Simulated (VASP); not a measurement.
**Ta4C3: single point with PBEsol**

The system is Ta4C3.

```
CELL_PARAMETERS angstrom
1.55164 0.89584 10.16451
-1.55164 0.89584 10.16451
0.00000 -1.79168 10.16451
ATOMIC_POSITIONS crystal
Ta 0.37337 0.37337 0.37337
Ta 0.62446 0.62446 0.62446
Ta 0.20962 0.20962 0.20962
Ta 0.79604 0.79604 0.79604
C 0.50259 0.50259 0.50259
C 0.99602 0.99602 0.99602
C 0.08454 0.08454 0.08454
```

This cell differs from its parent crystal: atom 4 (Ta) moved +0.050 Å along Cartesian [0 0 1].

```yaml
Program: VASP 6.6.1
Task: single point
Functional: PBEsol
Potentials_or_basis: VASP PAW PBE potentials, release 64 (Ta_pv, C)
Cutoff: 520 eV
k_mesh: 12 × 12 × 12
Occupations: gaussian, width 0.15 eV
Spin: no spin polarisation
```

```json
{
  "Pressure": "1.0 GPa",
  "Largest force": "1.166 eV/Å",
  "Band gap on the k mesh": "zero (bands 28 and 29 overlap by 0.33 eV)"
}
```

Forces on the atoms (eV/Å):
```
Ta   0.000  0.000  0.172
Ta   0.000  0.000 -0.021
Ta   0.000  0.000  0.294
Ta   0.000  0.000 -1.166
C    0.000  0.000  0.405
C    0.000  0.000 -0.005
C    0.000  0.000  0.321
```

Stress tensor (GPa, compression positive):
```
1.06 0.00 0.00
0.00 1.06 0.00
0.00 0.00 0.94
```

Levels at points of the mesh, in eV from the Fermi level:
```
           k point  band 24  band 25  band 26  band 27  band 28  band 29  band 30  band 31  band 32  band 33
(0.00, 0.00, 0.00)    -2.42    -2.42    -0.69    -0.50    -0.50     0.77     0.77     1.22     1.29     1.29
(0.50, 0.00, 0.00)    -3.50    -2.18    -1.82    -0.77    -0.37     1.67     2.15     2.27     3.55     3.76
(0.50, 0.50, 0.00)    -3.78    -2.34    -1.78    -0.81    -0.14     1.07     2.55     2.96     3.49     3.55
(0.50, 0.50, 0.50)    -2.33    -1.65    -1.32    -0.51    -0.51     0.58     0.58     0.97     0.97     1.37
```

Run time: 57 min on 1 thread of Intel(R) Xeon(R) 6975P-C (Granite Rapids), on a shared host, peak memory 1.2 GiB.

Caveat: the cell differs from its parent crystal (atom 4 (Ta) moved +0.050 Å along Cartesian [0 0 1]); the PAW data sets were made with another functional, which shifts forces and pressure a little; spin-orbit coupling is left out, which moves the levels of the heavy elements.
